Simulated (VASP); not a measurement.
# Al (P6_3/mmc) in VASP: notebook, part 2 of 2

VASP 6.6.1. The steps go on from the part before.

## Step 5: Single point, PBEsol+D3(BJ) (biaxial strain in the a-b plane: -1.0 %)

The input, INCAR:

```
SYSTEM = Al
PREC = Accurate ; ENCUT = 520
EDIFF = 1E-6 ; ISMEAR = 0
SIGMA = 0.1 ; LREAL = .False.
LASPH = .True. ; NELM = 100
ALGO = Fast ; ISIF = 2
LWAVE = .False. ; LCHARG = .False.
GGA = PS ; IVDW = 12
NBANDS = 14
```

The input, KPOINTS:

```
Automatic mesh
0
Gamma
  24 24 6
  0 0 0
```

The input, POSCAR:

```
Al
1.0
    2.7731070894      0.0000000000      0.0000000000
   -1.3865535447      2.4015811868      0.0000000000
    0.0000000000      0.0000000000      9.2479851858
Al
4
Direct
    0.0000000000      0.0000000000      0.0000000000
    0.3333333333      0.6666666667      0.2500000000
    0.0000000000      0.0000000000      0.5000000000
    0.6666666667      0.3333333333      0.7500000000
```

Potentials or basis: VASP PAW PBE potentials, release 64 (Al).

On the command line:

```bash
$ cat potpaw_PBE.64/Al/POTCAR > POTCAR
$ mpirun -np 1 vasp_std > vasp.out
```

OUTCAR:

```text
SYSTEM = Al
   PREC = Accurate
   ENCUT = 520
   EDIFF = 1E-6
   ISMEAR = 0
   LREAL = .False.
   LASPH = .True.
   NELM = 100
   ISIF = 2
   GGA = PS
   IVDW = 12
 IVDW          = 12

 ion  position               nearest neighbor table
   1  0.000  0.000  0.000-   2 2.81   4 2.81   2 2.81   4 2.81   4 2.81   2 2.81
   2  0.333  0.667  0.250-   1 2.81   3 2.81   1 2.81   3 2.81   1 2.81   3 2.81
   3  0.000  0.000  0.500-   2 2.81   4 2.81   2 2.81   4 2.81   4 2.81   2 2.81
   4  0.667  0.333  0.750-   1 2.81   3 2.81   1 2.81   3 2.81   1 2.81   3 2.81

  LATTYP: Found a hexagonal cell.
 ALAT       =     2.7731070894
 C/A-ratio  =     3.3348820971

  Lattice vectors:

 A1 = (   2.7731070894,   0.0000000000,   0.0000000000)
 A2 = (  -1.3865535447,   2.4015811868,   0.0000000000)
 A3 = (   0.0000000000,   0.0000000000,   9.2479851858)

Analysis of symmetry for initial positions (statically):
=====================================================================
 Subroutine PRICEL returns:
 Original cell was already a primitive cell.

 Routine SETGRP: Setting up the symmetry group for a
 hexagonal supercell.

 Subroutine GETGRP returns: Found 24 space group operations
 (whereof 12 operations were pure point group operations)
 out of a pool of 24 trial point group operations.

The static configuration has the point symmetry D_3d.
 The point group associated with its full space group is D_6h.

Analysis of symmetry for dynamics (positions and initial velocities):
=====================================================================
 Subroutine PRICEL returns:
 Original cell was already a primitive cell.

 Routine SETGRP: Setting up the symmetry group for a
 hexagonal supercell.

 Subroutine GETGRP returns: Found 24 space group operations
 (whereof 12 operations were pure point group operations)
 out of a pool of 24 trial point group operations.

The dynamic configuration has the point symmetry D_3d.
 The point group associated with its full space group is D_6h.

 Subroutine INISYM returns: Found 24 space group operations
 (whereof 12 operations are pure point group operations),
 and found     1 'primitive' translations

----------------------------------------------------------------------------------------

                                     Primitive cell

  volume of cell :      61.5901

  direct lattice vectors                    reciprocal lattice vectors
     2.773107089  0.000000000  0.000000000     0.360606341  0.208196168  0.000000000
    -1.386553545  2.401581187  0.000000000     0.000000000  0.416392336  0.000000000
     0.000000000  0.000000000  9.247985186     0.000000000  0.000000000  0.108131661

  length of vectors
     2.773107089  2.773107089  9.247985186     0.416392336  0.416392336  0.108131661

  position of ions in fractional coordinates (direct lattice)
     0.000000000  0.000000000  0.000000000
     0.333333333  0.666666667  0.250000000
     0.000000000  0.000000000  0.500000000
     0.666666667  0.333333333  0.750000000

  ion indices of the primitive-cell ions
   primitive index   ion index
                 1           1
                 2           2
                 3           3
                 4           4

----------------------------------------------------------------------------------------

[... 56 lines left out ...]
   ions per type =               4
   NGX,Y,Z   is equivalent  to a cutoff of  14.39, 14.39, 12.58 a.u.
   NGXF,Y,Z  is equivalent  to a cutoff of  28.78, 28.78, 25.17 a.u.
 SYSTEM =  Al
   PREC   = accura    normal or accurate (medium, high low for compatibility)
   ISTART =      0    job   : 0-new  1-cont  2-samecut
   ICHARG =      2    charge: 1-file 2-atom 10-const
   ISPIN  =      1    spin polarized calculation?
   LNONCOLLINEAR =      F non collinear calculations
   LSORBIT =      F    spin-orbit coupling
   LASPH  =      T    aspherical Exc in radial PAW
   ENCUT  =  520.0 eV  38.22 Ry    6.18 a.u.   5.16  5.16 17.20*2*pi/ulx,y,z
   NELM   =    100;   NELMIN=  2; NELMDL= -5     # of ELM steps
   EDIFF  = 0.1E-05   stopping-criterion for ELM
   LREAL  =      F    real-space projection
   EDIFFG = 0.1E-04   stopping-criterion for IOM
   NSW    =      0    number of steps for IOM
   IBRION =     -1    ionic relax: 0-MD 1-quasi-New 2-CG
   NFREE  =      0    steps in history (QN), initial steepest desc. (CG)
   ISIF   =      2    stress and relaxation
   ISYM   =      2    0-nonsym 1-usesym 2-fastsym
   POTIM  = 0.5000    time-step for ionic-motion
   TEBEG  =    0.0;   TEEND  =   0.0 temperature during run
   PSTRESS=    0.0 pullay stress
   NELECT =      12.0000    total number of electrons
   NUPDOWN=      -1.0000    fix difference up-down
   EMIN   =  10.00;   EMAX   =-10.00  energy-range for DOS
   EFERMI =   0.00;   METHOD = LEGACY
   ISMEAR =     0;   SIGMA  =   0.10  broadening in eV -4-tet -1-fermi 0-gaus
   EFERMI_NEDOS =   21; number of points for ismear=-14 and -15
   IALGO  =     68    algorithm
   IMIX   =      4    mixing-type and parameters
     AMIX     =   0.40;   BMIX     =  1.00
     AMIX_MAG =   1.60;   BMIX_MAG =  1.00
  volume/ion in A,a.u.               =      15.40       103.91
  Fermi-wavevector in a.u.,A,eV,Ry     =   0.949070  1.793482 12.255228  0.900734
  Thomas-Fermi vector in A             =   2.077318
   LORBIT       =      0    0 simple, 1 ext, 2 COOP (PROOUT), +10 PAW based schemes
   GGA     = PS    functional components
   LHFCALC =     F    Hartree Fock is set to
   AEXX    =    0.0000 exact exchange contribution
   IVDW    =    12    specifies the selected vdW correction
   LEPSILON=     F    determine dielectric tensor
   LRPA    =     F    only Hartree local field effects (RPA)
 non-spin polarized calculation
 RMM-DIIS sequential band-by-band and
 Gauss-broadening in eV      SIGMA  =   0.10
  energy-cutoff  :      520.00
  volume of cell :       61.59
 maximum number of plane-waves:      1678
 NGX is ok and might be reduce to    24
   NGX = 11   NGY = 11   NGZ = 35

 number of electron      12.0000000 magnetization

 Free energy of the ion-electron system (eV)
  ---------------------------------------------------
  ext. energy  EPLUGINS =         0.00000000
  ---------------------------------------------------
  free energy    TOTEN  =       -16.26926720 eV

  energy without entropy =      -16.26197611  energy(sigma->0) =      -16.26562166

 E-fermi :   8.6814     XC(G=0): -10.5120

 val. band max:        8.6640463200   @ k =   0.3750  -0.0000   0.1667
 cond. band min:       8.6937498530   @ k =   0.3333   0.1250   0.1667
 fundamental gap:      0.0297035330
 Fermi energy:         8.6814336216

 k-point     1 :       0.0000    0.0000    0.0000
  band No.  band energies     occupation
      1      -2.9287      2.00000
      2      -1.2100      2.00000
      3      -1.2099      2.00000
      4       3.7004      2.00000
      5       3.9531      2.00000
      6      11.8612      0.00000
      7      11.8716      0.00000
      8      20.2161      0.00000
      9      20.2161      0.00000
     10      20.2855      0.00000
     11      20.2855      0.00000
     12      21.0223      0.00000
     13      21.1898      0.00000
     14      21.2769      0.00000
[... 377 lines left out ...]
      1       2.8550      2.00000
      2       3.8590      2.00000
      3       4.4084      2.00000
      4       4.4174      2.00000
      5       5.6489      2.00000
      6       5.6593      2.00000
      7       9.1861      0.00000
      8       9.6735      0.00000
      9      10.2491      0.00000
     10      10.6497      0.00000
     11      14.0159      0.00000
     12      15.2348      0.00000
     13      15.5367      0.00000
     14      16.4987      0.00000

 [... further k-points ...]

------------------------ aborting loop because EDIFF is reached ----------------------------------------

 Edisp (eV)   -1.36234

 E8    (eV) :    -0.9175

  FORCE on cell =-STRESS in cart. coord.  units (eV):
  Direction    XX          YY          ZZ          XY          YZ          ZX
  --------------------------------------------------------------------------------------
  -------------------------------------------------------------------------------------
  Total       0.75324     0.75324     0.11045     0.00000    -0.00000     0.00000
  in kB      19.59436    19.59436     2.87321     0.00000    -0.00000     0.00000
  external pressure =       14.02 kB  Pullay stress =        0.00 kB

 VOLUME and BASIS-vectors are now :
 -----------------------------------------------------------------------------
  energy-cutoff  :      520.00
  volume of cell :       61.59
      direct lattice vectors                 reciprocal lattice vectors
     2.773107089  0.000000000  0.000000000     0.360606341  0.208196168  0.000000000
    -1.386553545  2.401581187  0.000000000     0.000000000  0.416392336  0.000000000
     0.000000000  0.000000000  9.247985186     0.000000000  0.000000000  0.108131661

 POSITION                                       TOTAL-FORCE (eV/Angst)
 -----------------------------------------------------------------------------------
      0.00000      0.00000      0.00000        -0.000000      0.000000      0.000000
     -0.00000      1.60105      2.31200         0.000000     -0.000000     -0.000000
      0.00000      0.00000      4.62399        -0.000000      0.000000      0.000000
      1.38655      0.80053      6.93599        -0.000000      0.000000     -0.000000
 -----------------------------------------------------------------------------------
    total drift:                               -0.000000     -0.000000      0.000000

  FREE ENERGIE OF THE ION-ELECTRON SYSTEM (eV)
  ---------------------------------------------------
  free  energy   TOTEN  =       -17.6316110509 eV

  energy  without entropy=      -17.6243199620  energy(sigma->0) =      -17.62796551
```

stdout:

```text
POSCAR found type information on POSCAR Al
 POSCAR found :  1 types and       4 ions
 scaLAPACK will be used
 -----------------------------------------------------------------------------
|                                                                             |
|                                                                             |
|     You enforced a specific xc type in the INCAR file but a different       |
|     I HOPE YOU KNOW WHAT YOU ARE DOING!                                     |
|                                                                             |
 -----------------------------------------------------------------------------

 LDA part: xc-table for (Slater+PW92), standard interpolation
 POSCAR, INCAR and KPOINTS ok, starting setup
 FFT: planning ... GRIDC
 FFT: planning ... GRID_SOFT
 FFT: planning ... GRID
 WAVECAR not read
 entering main loop
```

Run time: 64 s. Hardware: 1 thread of Intel Xeon 6975P-C (Granite Rapids), shared host; peak memory 0.31 GiB.

What came out:

```yaml
Free_energy: -17.6316 eV
Pressure: 1.4 GPa
Band_gap_on_the_k_mesh: zero (bands 6 and 7 overlap by 5.32 eV)
Dispersion_energy_per_atom: -0.341 eV
```

Levels at points of the mesh, in eV from the Fermi level:
| k point | band 2 | band 3 | band 4 | band 5 | band 6 | band 7 | band 8 | band 9 | band 10 | band 11 |
| --- | --- | --- | --- | --- | --- | --- | --- | --- | --- | --- |
| (0.00, 0.00, 0.00) | -9.89 | -9.89 | -4.98 | -4.73 | 3.18 | 3.19 | 11.53 | 11.53 | 11.60 | 11.60 |
| (0.50, 0.00, 0.00) | -5.34 | -4.07 | -4.04 | -3.33 | -3.31 | 0.79 | 1.20 | 1.28 | 1.65 | 6.19 |
| (0.00, 0.00, 0.50) | -11.18 | -7.77 | -7.77 | -1.18 | -1.18 | 8.13 | 8.13 | 11.85 | 11.85 | 11.85 |
| (0.50, 0.00, 0.50) | -5.01 | -4.91 | -4.91 | -1.93 | -1.93 | -1.25 | -1.25 | 4.59 | 4.59 | 4.69 |

Caveat: the cell differs from its parent crystal (biaxial strain in the a-b plane: -1.0 %); the PAW data sets were made with another functional, which shifts forces and pressure a little.

## Step 6: Single point, PBEsol+D3(BJ) (biaxial strain in the a-b plane: +1.0 %, then relaxed in part)

The input, INCAR:

```
SYSTEM = Al
PREC = Accurate
ENCUT = 520
EDIFF = 1E-7
ISMEAR = 0
SIGMA = 0.1
LREAL = .False.
LASPH = .True.
NELM = 80
ALGO = Fast
ISIF = 2
LWAVE = .False.
LCHARG = .False.
GGA = PS
IVDW = 12
NBANDS = 14
```

The input, KPOINTS:

```
regular mesh
0
Gamma
  24 24 6
  0 0 0
```

The input, POSCAR:

```
Al
1.0
    2.8291294548      0.0000000000      0.0000000000
   -1.4145647274      2.4500979784      0.0000000000
    0.0000000000      0.0000000000      9.1351436552
Al
4
Direct
    0.0000000000      0.0000000000      0.0000000000
    0.3333333333      0.6666666667      0.2500000000
    0.0000000000      0.0000000000      0.5000000000
    0.6666666667      0.3333333333      0.7500000000
```

Potentials or basis: VASP PAW PBE potentials, release 64 (Al).

On the command line:

```bash
$ cat potpaw_PBE.64/Al/POTCAR > POTCAR
$ mpirun -np 1 vasp_std > vasp.out
```

Run time: 74 s. Hardware: 1 thread of Intel Xeon 6975P-C (Granite Rapids), shared host; peak memory 0.31 GiB.

The run converged. Its results:

```
Free energy                : -17.6298 eV
Pressure                   : -1.2 GPa
Band gap on the k mesh     : zero (bands 6 and 7 overlap by 5.74 eV)
Dispersion energy per atom : -0.331 eV
```

Stress tensor (GPa, compression positive):
```
-1.81  0.00  0.00
 0.00 -1.81  0.00
 0.00  0.00  0.07
```

Levels at points of the mesh, in eV from the Fermi level:
| k point | band 2 | band 3 | band 4 | band 5 | band 6 | band 7 | band 8 | band 9 | band 10 | band 11 |
| --- | --- | --- | --- | --- | --- | --- | --- | --- | --- | --- |
| (0.00, 0.00, 0.00) | -9.65 | -9.65 | -4.69 | -4.28 | 3.74 | 3.75 | 10.80 | 10.80 | 10.96 | 10.96 |
| (0.50, 0.00, 0.00) | -5.35 | -4.05 | -3.98 | -3.39 | -3.32 | 0.83 | 1.27 | 1.50 | 1.82 | 5.65 |
| (0.00, 0.00, 0.50) | -10.97 | -7.48 | -7.48 | -0.72 | -0.72 | 8.77 | 8.77 | 11.13 | 11.13 | 11.13 |
| (0.50, 0.00, 0.50) | -5.02 | -4.94 | -4.94 | -1.88 | -1.88 | -1.20 | -1.20 | 4.82 | 4.82 | 4.86 |

Caveat: the cell differs from its parent crystal (biaxial strain in the a-b plane: +1.0 %, then relaxed in part); the PAW data sets were made with another functional, which shifts forces and pressure a little.

## Step 7: Summary

```tsv
cell	further INCAR settings	gap on the mesh (eV)	pressure (GPa)
a = 2.745, b = 2.745, c = 9.301 Å, angles 90.0, 90.0, 120.0°, 4 atoms	ALGO = Fast; EDIFF = 1e-06; NBANDS = 14	none	3.0
a = 2.745, b = 2.745, c = 9.303 Å, angles 90.0, 90.0, 120.0°, 4 atoms	ALGO = Fast; EDIFF = 1e-07; NBANDS = 14	none	3.0
a = 2.773, b = 2.773, c = 9.259 Å, angles 90.0, 90.0, 120.0°, 4 atoms	ALGO = Fast; EDIFF = 1e-06; NBANDS = 14	none	1.3
a = 2.773, b = 2.773, c = 9.248 Å, angles 90.0, 90.0, 120.0°, 4 atoms	ALGO = Fast; EDIFF = 1e-06; NBANDS = 14	none	1.4
a = 2.829, b = 2.829, c = 9.135 Å, angles 90.0, 90.0, 120.0°, 4 atoms	ALGO = Fast; EDIFF = 1e-07; NBANDS = 14	none	-1.2
```

Alike in all rows: task single point; level PBEsol+D3(BJ); potentials or basis VASP PAW PBE potentials, release 64 (Al); no spin polarisation; k mesh 24 × 24 × 6; cutoff (eV) 520; smearing gaussian 0.1 eV.

Caveats: the PAW data sets were made with another functional, which shifts forces and pressure a little.

Total energies depend on the potentials used, so only differences within one code and one set of settings carry meaning.

The gap in the log of VASP goes by the Fermi energy; the results here count the filled bands.